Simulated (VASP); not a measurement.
# Na (Im-3m) in VASP: a series of runs

The runs below take Na through single point, with r2SCAN, HSE06+D3(BJ), B3LYP.

Everything below comes from runs of VASP 6.6.1. Logs are shortened: lines on timing, memory, paths and dates and some standing lists are left out, and cuts for length are marked.

### Step 1. The cell of the first run

It takes space group Im-3m (No. 229, cubic). The conventional cell has a = 4.224 Å, b = 4.224 Å, c = 4.224 Å, α = 90.00°, β = 90.00°, γ = 90.00°. Within 4.8 Å of Na (site symmetry m-3m) lie 14 Na at 3.66 to 4.22 Å.

### Step 2. Single point, r2SCAN (37.69 Å³/atom)

File POSCAR:

```
Na
1.0
   -2.1120640200      2.1120640200      2.1120640200
    2.1120640200     -2.1120640200      2.1120640200
    2.1120640200      2.1120640200     -2.1120640200
Na
1
Direct
    0.0000000000      0.0000000000      0.0000000000
```

File INCAR.step1:

```
SYSTEM = Na
ALGO = Normal
EDIFF = 1E-5
ENCUT = 550
GGA = PE
GGA_COMPAT = .FALSE.
ISMEAR = -5
LASPH = .TRUE.
LCHARG = .FALSE.
LREAL = .FALSE.
LWAVE = .TRUE.
NBANDS = 10
NELM = 120
PREC = Accurate
SIGMA = 0.05
```

File INCAR.step2:

```
SYSTEM = Na
ALGO = Normal
EDIFF = 1E-6
ENCUT = 550
GGA_COMPAT = .FALSE.
ISIF = 2
ISMEAR = -5
ISTART = 1
LASPH = .TRUE.
LCHARG = .TRUE.
LELF = .TRUE.
LMIXTAU = .TRUE.
LREAL = .FALSE.
LVHAR = .TRUE.
LWAVE = .FALSE.
METAGGA = R2SCAN
NBANDS = 10
NELM = 120
PREC = Accurate
SIGMA = 0.05
```

File KPOINTS:

```
k-points
0
G
  9 9 9
  0 0 0
```

Potentials or basis: VASP PAW PBE potentials, release 64 (Na_pv).

Started as:

```bash
$ cat potpaw_PBE.64/Na_pv/POTCAR > POTCAR
$ cp INCAR.step1 INCAR
$ mpirun -np 1 vasp_std > vasp.out
$ cp INCAR.step2 INCAR
$ mpirun -np 1 vasp_std > vasp.out
```

OUTCAR:

```text
SYSTEM = Na
   EDIFF = 1E-6
   ENCUT = 550
   ISIF = 2
   ISMEAR = -5
   ISTART = 1
   LASPH = .TRUE.
   LREAL = .FALSE.
   METAGGA = R2SCAN
   NELM = 120
   PREC = Accurate

 ion  position               nearest neighbor table
   1  0.000  0.000  0.000-

  LATTYP: Found a body centered cubic cell.
 ALAT       =     4.2241280400

  Lattice vectors:

 A1 = (  -2.1120640200,   2.1120640200,   2.1120640200)
 A2 = (   2.1120640200,  -2.1120640200,   2.1120640200)
 A3 = (   2.1120640200,   2.1120640200,  -2.1120640200)

Analysis of symmetry for initial positions (statically):
=====================================================================
 Subroutine PRICEL returns:
 Original cell was already a primitive cell.

 Routine SETGRP: Setting up the symmetry group for a
 body centered cubic supercell.

 Subroutine GETGRP returns: Found 48 space group operations
 (whereof 48 operations were pure point group operations)
 out of a pool of 48 trial point group operations.

The static configuration has the point symmetry O_h .

Analysis of symmetry for dynamics (positions and initial velocities):
=====================================================================
 Subroutine PRICEL returns:
 Original cell was already a primitive cell.

 Routine SETGRP: Setting up the symmetry group for a
 body centered cubic supercell.

 Subroutine GETGRP returns: Found 48 space group operations
 (whereof 48 operations were pure point group operations)
 out of a pool of 48 trial point group operations.

The dynamic configuration has the point symmetry O_h .

 Subroutine INISYM returns: Found 48 space group operations
 (whereof 48 operations are pure point group operations),
 and found     1 'primitive' translations

----------------------------------------------------------------------------------------

                                     Primitive cell

  volume of cell :      37.6861

  direct lattice vectors                    reciprocal lattice vectors
    -2.112064020  2.112064020  2.112064020     0.000000000  0.236735248  0.236735248
     2.112064020 -2.112064020  2.112064020     0.236735248  0.000000000  0.236735248
     2.112064020  2.112064020 -2.112064020     0.236735248  0.236735248  0.000000000

  length of vectors
     3.658202191  3.658202191  3.658202191     0.334794199  0.334794199  0.334794199

  position of ions in fractional coordinates (direct lattice)
     0.000000000  0.000000000  0.000000000

  ion indices of the primitive-cell ions
   primitive index   ion index
                 1           1

----------------------------------------------------------------------------------------

 KPOINTS: k-points

Automatic generation of k-mesh.
 Grid dimensions read from file:
 generate k-points for:    9    9    9

 Generating k-lattice:

  Cartesian coordinates                     Fractional coordinates (reciprocal lattice)
     0.000000000  0.026303916  0.026303916     0.111111111  0.000000000  0.000000000
     0.026303916  0.000000000  0.026303916     0.000000000  0.111111111  0.000000000
     0.026303916  0.026303916  0.000000000     0.000000000  0.000000000  0.111111111

  Length of vectors
     0.037199355  0.037199355  0.037199355

  Shift w.r.t. Gamma in fractional coordinates (k-lattice)
     0.000000000  0.000000000  0.000000000

 TETIRR: Found    774 inequivalent tetrahedra from     4374

 Subroutine IBZKPT returns following result:
 ===========================================

 Found     35 irreducible k-points:

 Following reciprocal coordinates:
            Coordinates               Weight
  0.000000  0.000000  0.000000      1.000000
  0.111111  0.000000  0.000000     12.000000
  0.222222  0.000000  0.000000     12.000000
  0.333333  0.000000  0.000000     12.000000
  0.444444  0.000000  0.000000     12.000000
  0.111111  0.111111  0.000000     24.000000
[... 16 lines left out ...]
 -0.333333  0.444444  0.111111     48.000000
 -0.444444 -0.444444  0.111111     24.000000
 [... further k-points ...]
   k-points           NKPTS =     35   k-points in BZ     NKDIM =     35   number of bands    NBANDS=     10
   number of dos      NEDOS =    301   number of ions     NIONS =      1
   total plane-waves  NPLWV =  21952
   dimension x,y,z NGX =    28 NGY =   28 NGZ =   28
   dimension x,y,z NGXF=    56 NGYF=   56 NGZF=   56
   ions per type =               1
   NGX,Y,Z   is equivalent  to a cutoff of  12.72, 12.72, 12.72 a.u.
   NGXF,Y,Z  is equivalent  to a cutoff of  25.45, 25.45, 25.45 a.u.
 SYSTEM =  Na
   PREC   = accura    normal or accurate (medium, high low for compatibility)
   ISTART =      1    job   : 0-new  1-cont  2-samecut
   ICHARG =      0    charge: 1-file 2-atom 10-const
   ISPIN  =      1    spin polarized calculation?
   LNONCOLLINEAR =      F non collinear calculations
   LSORBIT =      F    spin-orbit coupling
   LASPH  =      T    aspherical Exc in radial PAW
   ENCUT  =  550.0 eV  40.42 Ry    6.36 a.u.   7.00  7.00  7.00*2*pi/ulx,y,z
   NELM   =    120;   NELMIN=  2; NELMDL=  0     # of ELM steps
   EDIFF  = 0.1E-05   stopping-criterion for ELM
   LREAL  =      F    real-space projection
   EDIFFG = 0.1E-04   stopping-criterion for IOM
   NSW    =      0    number of steps for IOM
   IBRION =     -1    ionic relax: 0-MD 1-quasi-New 2-CG
   NFREE  =      0    steps in history (QN), initial steepest desc. (CG)
   ISIF   =      2    stress and relaxation
   ISYM   =      2    0-nonsym 1-usesym 2-fastsym
   POTIM  = 0.5000    time-step for ionic-motion
   TEBEG  =    0.0;   TEEND  =   0.0 temperature during run
   PSTRESS=    0.0 pullay stress
   NELECT =       7.0000    total number of electrons
   NUPDOWN=      -1.0000    fix difference up-down
   EMIN   =  10.00;   EMAX   =-10.00  energy-range for DOS
   EFERMI =   0.00;   METHOD = LEGACY
   ISMEAR =    -5;   SIGMA  =   0.05  broadening in eV -4-tet -1-fermi 0-gaus
   EFERMI_NEDOS =   21; number of points for ismear=-14 and -15
   IALGO  =     38    algorithm
   IMIX   =      4    mixing-type and parameters
     AMIX     =   0.40;   BMIX     =  1.00
     AMIX_MAG =   1.60;   BMIX_MAG =  1.00
  volume/ion in A,a.u.               =      37.69       254.32
  Fermi-wavevector in a.u.,A,eV,Ry     =   0.934072  1.765140 11.870958  0.872491
  Thomas-Fermi vector in A             =   2.060839
   LORBIT       =      0    0 simple, 1 ext, 2 COOP (PROOUT), +10 PAW based schemes
   METAGGA = R2SCAN    functional components
   LHFCALC =     F    Hartree Fock is set to
   AEXX    =    0.0000 exact exchange contribution
   IVDW    =     0    specifies the selected vdW correction
   LEPSILON=     F    determine dielectric tensor
   LRPA    =     F    only Hartree local field effects (RPA)
 non-spin polarized calculation
 Fermi weights with tetrahedron method with Bloechl corrections
  energy-cutoff  :      550.00
  volume of cell :       37.69
 maximum number of plane-waves:      1132
   NGX = 13   NGY = 13   NGZ = 13

 number of electron       7.0000010 magnetization

 Free energy of the ion-electron system (eV)
  ---------------------------------------------------
  ext. energy  EPLUGINS =         0.00000000
  ---------------------------------------------------
  free energy    TOTEN  =        -3.55347724 eV

  energy without entropy =       -3.55347724  energy(sigma->0) =       -3.55347724

 E-fermi :   0.3657     XC(G=0):  -6.8716

 val. band max:        0.1863342629   @ k =  -0.3333   0.4444   0.1111
 cond. band min:       0.3849733841   @ k =   0.4444   0.0000   0.0000
 fundamental gap:      0.1986391211
 Fermi energy:         0.3657273729

 k-point     1 :       0.0000    0.0000    0.0000
  band No.  band energies     occupation
      1     -25.7234      2.00000
      2     -25.7234      2.00000
      3     -25.7234      2.00000
      4      -3.1520      2.00000
      5      12.6119      0.00000
      6      12.6119      0.00000
      7      12.6120      0.00000
      8      13.8133      0.00000
      9      13.8133      0.00000
     10      14.4218      0.00000

 k-point     2 :       0.1111    0.0000    0.0000
  band No.  band energies     occupation
      1     -25.7275      2.00000
      2     -25.7248      2.00000
      3     -25.7234      2.00000
      4      -2.9224      2.00000
      5      10.3670      0.00000
      6      11.5229      0.00000
      7      12.0328      0.00000
      8      12.5917      0.00000
      9      13.1103      0.00000
     10      15.0145      0.00000

 k-point     3 :       0.2222    0.0000    0.0000
  band No.  band energies     occupation
      1     -25.7376      2.00000
      2     -25.7282      2.00000
      3     -25.7234      2.00000
      4      -2.2398      2.00000
      5       7.3946      0.00000
      6      10.2633      0.00000
      7      11.1864      0.00000
      8      11.4390      0.00000
      9      12.5783      0.00000
     10      15.3354      0.00000

 k-point     4 :       0.3333    0.0000    0.0000
  band No.  band energies     occupation
      1     -25.7491      2.00000
      2     -25.7320      2.00000
      3     -25.7234      2.00000
      4      -1.1217      2.06602
      5       4.7287      0.00000
      6       9.3917      0.00000
      7      10.5674      0.00000
      8      10.6654      0.00000
      9      11.9285      0.00000
     10      16.3213      0.00000

 k-point     5 :       0.4444    0.0000    0.0000
  band No.  band energies     occupation
      1     -25.7565      2.00000
      2     -25.7345      2.00000
      3     -25.7234      2.00000
      4       0.3850      0.88361
      5       2.4479      0.00000
      6       8.9518      0.00000
      7      10.2516      0.00000
      8      10.2791      0.00000
      9      11.5345      0.00000
     10      17.1786      0.00000

 k-point     6 :       0.1111    0.1111    0.0000
  band No.  band energies     occupation
      1     -25.7345      2.00000
      2     -25.7262      2.00000
      3     -25.7244      2.00000
      4      -2.4664      2.00000
      5       8.6942      0.00000
      6       9.3295      0.00000
      7      11.2019      0.00000
      8      12.4748      0.00000
      9      13.4396      0.00000
     10      15.1274      0.00000
[... 183 lines left out ...]
 k-point    21 :      -0.2222    0.3333    0.1111
  band No.  band energies     occupation
      1     -25.7446      2.00000
      2     -25.7336      2.00000
      3     -25.7286      2.00000
      4      -1.1212      2.05286
      5       6.1842      0.00000
      6       7.0876      0.00000
      7       9.9960      0.00000
      8      11.4873      0.00000
      9      12.3908      0.00000
     10      15.9464      0.00000

 k-point    22 :      -0.4444    0.4444    0.1111
  band No.  band energies     occupation
      1     -25.7555      2.00000
      2     -25.7360      2.00000
      3     -25.7263      2.00000
      4       0.5986      0.49739
      5       2.6570      0.00000
      6       7.9070      0.00000
      7       9.0095      0.00000
      8      11.7016      0.00000
      9      13.0075      0.00000
     10      14.2347      0.00000

 k-point    23 :      -0.3333    0.4444    0.1111
  band No.  band energies     occupation
      1     -25.7514      2.00000
      2     -25.7380      2.00000
      3     -25.7288      2.00000
      4       0.1863      1.16093
      5       4.0459      0.00000
      6       6.1747      0.00000
      7       9.8703      0.00000
      8      11.7782      0.00000
      9      12.1660      0.00000
     10      15.1942      0.00000

 k-point    24 :      -0.4444   -0.4444    0.1111
  band No.  band energies     occupation
      1     -25.7542      2.00000
      2     -25.7399      2.00000
      3     -25.7288      2.00000
      4       1.5904     -0.10192
      5       2.2901      0.00000
      6       5.9377      0.00000
      7       9.7377      0.00000
      8      11.6422      0.00000
      9      12.9809      0.00000
     10      14.2564      0.00000

 [... further k-points ...]

------------------------ aborting loop because EDIFF is reached ----------------------------------------

  FORCE on cell =-STRESS in cart. coord.  units (eV):
  Direction    XX          YY          ZZ          XY          YZ          ZX
  --------------------------------------------------------------------------------------
  -------------------------------------------------------------------------------------
  Total        0.0183375      0.0183375      0.0183375      0.0000000     -0.0000000     -0.0000000
  in kB        0.7795955      0.7795955      0.7795955      0.0000000     -0.0000000     -0.0000000
  external PRESSURE =       0.7795955 kB  Pullay stress =       0.0000000 kB

 VOLUME and BASIS-vectors are now :
 -----------------------------------------------------------------------------
  energy-cutoff  :      550.00
  volume of cell :       37.69
      direct lattice vectors                 reciprocal lattice vectors
    -2.112064020  2.112064020  2.112064020     0.000000000  0.236735248  0.236735248
     2.112064020 -2.112064020  2.112064020     0.236735248  0.000000000  0.236735248
     2.112064020  2.112064020 -2.112064020     0.236735248  0.236735248  0.000000000

 POSITION                                       TOTAL-FORCE (eV/Angst)
 -----------------------------------------------------------------------------------
      0.00000      0.00000      0.00000        -0.000000     -0.000000     -0.000000
 -----------------------------------------------------------------------------------
    total drift:                                0.000000     -0.000000      0.000000

  FREE ENERGIE OF THE ION-ELECTRON SYSTEM (eV)
  ---------------------------------------------------
  free  energy   TOTEN  =        -3.5534772419 eV

  energy  without entropy=       -3.5534772419  energy(sigma->0) =       -3.55347724
```

Run time: 36 s. Hardware: 1 thread of AMD EPYC 9R45 (Zen 5), shared host; peak memory 0.13 GiB.

What came out:

| Item | Value |
| --- | --- |
| Free energy | -3.5535 eV |
| Pressure | 0.1 GPa |
| Band gap on the k mesh | zero (an odd number of electrons rules out a gap without spin polarisation) |

Caveat: the PAW data sets were made with another functional, which shifts forces and pressure a little; tetrahedron occupations give inexact forces and stress in metals.

### Step 3. Single point, HSE06+D3(BJ)

This run uses another cell than the first one, of 34.04 Å³/atom.

File POSCAR:

```
Na
1.0
   -2.0416447100      2.0416447100      2.0416447100
    2.0416447100     -2.0416447100      2.0416447100
    2.0416447100      2.0416447100     -2.0416447100
Na
1
Direct
    0.0000000000      0.0000000000      0.0000000000
```

File INCAR.step1:

```
ALGO = Normal
EDIFF = 1E-5
ENCUT = 520
GGA = PE
ISIF = 2
ISMEAR = -1
LASPH = T
LCHARG = F
LREAL = F
LWAVE = T
NBANDS = 10
NELM = 60
PREC = Accurate
SIGMA = 0.1
```

File INCAR.step2:

```
ALGO = Normal
EDIFF = 1E-7
ENCUT = 520
GGA = PE
HFSCREEN = 0.2079
ISIF = 2
ISMEAR = -1
ISTART = 1
IVDW = 12
LASPH = T
LCHARG = F
LHFCALC = T
LREAL = F
LWAVE = F
NBANDS = 10
NELM = 60
PREC = Accurate
PRECFOCK = Normal
SIGMA = 0.1
VDW_A1 = 0.383
VDW_A2 = 5.685
VDW_S6 = 1.0
VDW_S8 = 2.31
```

File KPOINTS:

```
k-points
0
Gamma
  6 6 6
```

Potentials or basis: VASP PAW PBE potentials, release 64 (Na_pv).

Started as:

```bash
$ cat potpaw_PBE.64/Na_pv/POTCAR > POTCAR
$ cp INCAR.step1 INCAR
$ mpirun -np 1 vasp_std > vasp.out
$ cp INCAR.step2 INCAR
$ mpirun -np 1 vasp_std > vasp.out
```

Run time: 13 min. Hardware: 1 thread of AMD EPYC 7R13, shared host; peak memory 0.23 GiB.

Results (log left out):

| Item | Value |
| --- | --- |
| Free energy | -1.6076 eV |
| Pressure | -0.1 GPa |
| Band gap on the k mesh | zero (an odd number of electrons rules out a gap without spin polarisation) |
| Dispersion energy per atom | -0.232 eV |

Levels at points of the mesh, in eV from the Fermi level:
| k point | band 1 | band 2 | band 3 | band 4 | band 5 | band 6 | band 7 |
| --- | --- | --- | --- | --- | --- | --- | --- |
| (0.00, 0.00, 0.00) | -27.89 | -27.89 | -27.89 | -4.10 | 12.91 | 12.91 | 12.91 |
| (0.50, 0.00, 0.00) | -27.93 | -27.90 | -27.88 | 0.84 | 1.47 | 9.07 | 10.29 |
| (0.50, 0.50, 0.50) | -27.92 | -27.92 | -27.92 | 5.02 | 5.02 | 5.62 | 5.62 |

Caveat: the k points lie up to 0.36 Å⁻¹ apart, too coarse for converged energies and pressures of a metal; the PAW data sets were made with another functional, which shifts forces and pressure a little.

### Step 4. Single point, B3LYP

This run uses another cell than the first one, of 31.41 Å³/atom.

File POSCAR:

```
Na
1.0
   -1.9875283386      1.9875283386      1.9875283386
    1.9875283386     -1.9875283386      1.9875283386
    1.9875283386      1.9875283386     -1.9875283386
Na
1
Direct
    0.0000000000      0.0000000000      0.0000000000
```

File INCAR.step1:

```
SYSTEM = Na
ALGO = Normal
EDIFF = 1E-5
ENCUT = 520
GGA = PE
ISIF = 2
ISMEAR = 0
LASPH = .TRUE.
LCHARG = .FALSE.
LREAL = .FALSE.
LWAVE = .TRUE.
NBANDS = 10
NELM = 100
PREC = Accurate
SIGMA = 0.05
```

File INCAR.step2:

```
SYSTEM = Na
AEXX = 0.2
AGGAC = 0.81
AGGAX = 0.72
ALDAC = 0.19
ALGO = Normal
EDIFF = 1E-6
ENCUT = 520
GGA = B3
ISIF = 2
ISMEAR = 0
ISTART = 1
LASPH = .TRUE.
LCHARG = .FALSE.
LHFCALC = .TRUE.
LREAL = .FALSE.
LWAVE = .FALSE.
NBANDS = 10
NELM = 100
PREC = Accurate
PRECFOCK = Normal
SIGMA = 0.05
```

File KPOINTS:

```
k-points
0
G
  7 7 7
  0 0 0
```

Started as:

```bash
$ cat potpaw_PBE.64/Na_pv/POTCAR > POTCAR
$ cp INCAR.step1 INCAR
$ mpirun -np 1 vasp_std > vasp.out
$ cp INCAR.step2 INCAR
$ mpirun -np 1 vasp_std > vasp.out
```

It took 14 min on 1 thread of AMD EPYC 7R13, shared host; peak memory 0.14 GiB.

Results (log left out):

```
Free energy            : -1.1701 eV
Pressure               : 1.7 GPa
Band gap on the k mesh : zero (an odd number of electrons rules out a gap without spin polarisation)
```

Levels at points of the mesh, in eV from the Fermi level:
```
           k point  band 1  band 2  band 3  band 4  band 5  band 6  band 7  band 8
(0.00, 0.00, 0.00)  -27.70  -27.70  -27.70   -4.31   13.87   13.87   13.87   15.01
```

Caveat: the PAW data sets were made with another functional, which shifts forces and pressure a little.

### Step 5. Summary

```csv
level,cell,k mesh,cutoff (eV),smearing,grid for exact exchange (PRECFOCK),share of exact exchange,screening parameter,gap on the mesh (eV),pressure (GPa)
r2SCAN,"a = 3.658 Å, angles 109.5°, 1 atom",9 × 9 × 9,550,tetrahedron,-,-,-,none,0.1
HSE06+D3(BJ),"a = 3.536 Å, angles 109.5°, 1 atom",6 × 6 × 6,520,fermi-dirac 0.1 eV,Normal,0.25,0.2079 1/Å,none,-0.1
B3LYP,"a = 3.443 Å, angles 109.5°, 1 atom",7 × 7 × 7,520,gaussian 0.05 eV,Normal,0.2,-,none,1.7
```

Alike in all rows: task single point; potentials or basis VASP PAW PBE potentials, release 64 (Na_pv); no spin polarisation.

Caveats: some runs use coarse meshes; the PAW data sets were made with another functional, which shifts forces and pressure a little; tetrahedron occupations give inexact forces and stress in metals (at least some runs).

Absolute energies hang on the potentials; compare differences alone.
